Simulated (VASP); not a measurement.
Wanted: the native input for a VASP 6.6.1 run.

- Task: single point
- Functional: LDA
- Potentials or basis: VASP PAW LDA potentials, release 64 (Al, Ga_d, As)
- Cutoff: 520 eV
- k mesh: 8 × 8 × 6
- Occupations: gaussian, width 0.02 eV
- Spin: no spin polarisation
- Dipole correction: no
- Further INCAR settings: ALGO = Normal; EDIFF = 1e-06; NBANDS = 21

The structure of AlGaAs2 lies in POSCAR:

```
AlGaAs2
1.0
    3.9736706591      0.0000000000      0.0000000000
    0.0000000000      3.9736706591      0.0000000000
    0.0000000000      0.0000000000      5.6116280485
Al Ga As
1 1 2
Direct
    0.5000000000      0.5000000000      0.5000000000
    0.0000000000      0.0000000000      0.0000000000
    0.5000000000      0.0000000000      0.7501966884
    0.0000000000      0.5000000000      0.2498033116
```

One way to write it, as run:

INCAR

```
ALGO     = Normal         # electronic algorithm
EDIFF    = 1E-6           # SCF threshold, eV
ENCUT    = 520            # plane-wave cutoff, eV
GGA      = CA             # functional
ISIF     = 2              # what is computed and relaxed
ISMEAR   = 0              # smearing method
LASPH    = True           # aspherical terms in the spheres
LCHARG   = False          # write CHGCAR
LREAL    = False          # projectors in reciprocal space
LWAVE    = False          # write WAVECAR
NBANDS   = 21             # bands
NELM     = 100            # most SCF steps
PREC     = Accurate       # precision mode
SIGMA    = 0.02           # smearing width, eV
```

KPOINTS

```
k-points
0
Gamma
  8 8 6
```

Potentials or basis: VASP PAW LDA potentials, release 64 (Al, Ga_d, As).

Run with:

```bash
$ cat potpaw_LDA.64/Al/POTCAR potpaw_LDA.64/Ga_d/POTCAR potpaw_LDA.64/As/POTCAR > POTCAR
$ mpirun -np 1 vasp_std > vasp.out
```

It gave:

```yaml
Pressure: 0.4 GPa
Largest_force: 0.003 eV/Å
Band_gap_on_the_k_mesh: 1.04 eV, indirect (least direct gap 1.08 eV)
```

Run time: 38 s on 1 thread of Intel(R) Xeon(R) 6975P-C (Granite Rapids), on a shared host, peak memory 0.24 GiB.
